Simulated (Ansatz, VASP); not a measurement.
## B: VASP beside Ansatz

```xyz
4
Lattice="2.1006 0.0000 0.0000 -1.0503 1.8192 0.0000 0.0000 0.0000 6.8605" Properties=species:S:1:pos:R:3 pbc="T T T"
B     0.0000    0.0000    0.0000
B     0.0000    0.0000    3.4303
B     0.0000    1.2128    1.7151
B     1.0503    0.6064    5.1454
```

Alike in both runs: task relaxation of cell and atoms; functional RPBE; k mesh 17 × 17 × 5; occupations fermi-dirac, width 0.1 eV; no spin polarisation.

|  | VASP | Ansatz |
| --- | --- | --- |
| version | VASP 6.6.1 | Ansatz 0.2.0 |
| potentials or method | VASP PAW PBE potentials, release 64 (B), cutoff 600 eV | plane waves (420 eV) with PAW, scalar-relativistic |
| valence electrons in the cell | 12 | 12 |

Ansatz gave:

```
relaxed volume (Å³/atom)                                     : 13.73
relaxed cell length with the largest relative difference (Å) : 21.317
```

Q: Estimate VASP's values.

A: Relaxed volume (Å³/atom): 7.99; relaxed cell length with the largest relative difference (Å): 12.430.

VASP's potentials were made for PBE, not for RPBE. One of these differences is far larger than is usual between the two programs; its cause wasn't traced.

Noted on VASP's run: the volume moved by over 15 % at a fixed basis, so the end points are rough.
